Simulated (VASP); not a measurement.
A run of VASP 6.6.1 is set up as follows.

The input INCAR:

```
SYSTEM = K2Sm
ALGO     = Normal         ! electronic algorithm
EDIFF    = 1E-7           ! SCF threshold, eV
EDIFFG   = -0.01          ! ionic threshold
ENCUT    = 500            ! plane-wave cutoff, eV
GGA      = PE             ! functional
GGA_COMPAT= .False.      
IBRION   = 2              ! ionic algorithm
ISIF     = 3              ! what is computed and relaxed
ISMEAR   = 0              ! smearing method
LASPH    = .True.         ! aspherical terms in the spheres
LCHARG   = .False.        ! write CHGCAR
LMAXMIX  = 6              ! l up to which the mixer works
LREAL    = .False.        ! projectors in reciprocal space
LWAVE    = .False.        ! write WAVECAR
NELM     = 200            ! most SCF steps
NELMIN   = 4            
NSW      = 100            ! ionic steps
PREC     = Accurate       ! precision mode
SIGMA    = 0.1            ! smearing width, eV
```

KPOINTS

```
k-points
0
Gamma
  4 4 4
  0 0 0
```

Contents of POSCAR:

```
K2Sm
1.0
    8.7442949913      0.0000000000      0.0000000000
    0.0000000000      8.7442949913      0.0000000000
    0.0000000000      0.0000000000      8.7442949913
K Sm
4 2
Direct
    0.2500000000      0.7500000000      0.2500000000
    0.7500000000      0.2500000000      0.2500000000
    0.2500000000      0.2500000000      0.7500000000
    0.7500000000      0.7500000000      0.7500000000
    0.0000000000      0.0000000000      0.0000000000
    0.5000000000      0.5000000000      0.5000000000
```

Potentials or basis: VASP PAW PBE potentials, release 64 (K_sv, Sm_3), 4f in core.

Run with:

```console
$ cat potpaw_PBE.64/K_sv/POTCAR potpaw_PBE.64/Sm_3/POTCAR > POTCAR
$ mpirun -np 1 vasp_std > vasp.out
```

(1) Predict the band gap on the k mesh.

(2) Estimate the relaxed cell.

(3) What does it give for the relaxed volume?

(4) Predict the space group after relaxing (to 0.1 Å).

## Answers

(1) zero (bands 29 and 30 overlap by 0.10 eV).

(2) a = 9.140 Å, b = 9.140 Å, c = 9.140 Å, α = 90.00°, β = 90.00°, γ = 90.00°.

(3) 127.26 Å³/atom.

(4) Pn-3m (No. 224).

Caveat: the highest band is partly filled, so the run has too few bands; spin-orbit coupling is left out, which moves the levels of the heavy elements; the 4f electrons are frozen in the core, so they carry no moment and show no levels.
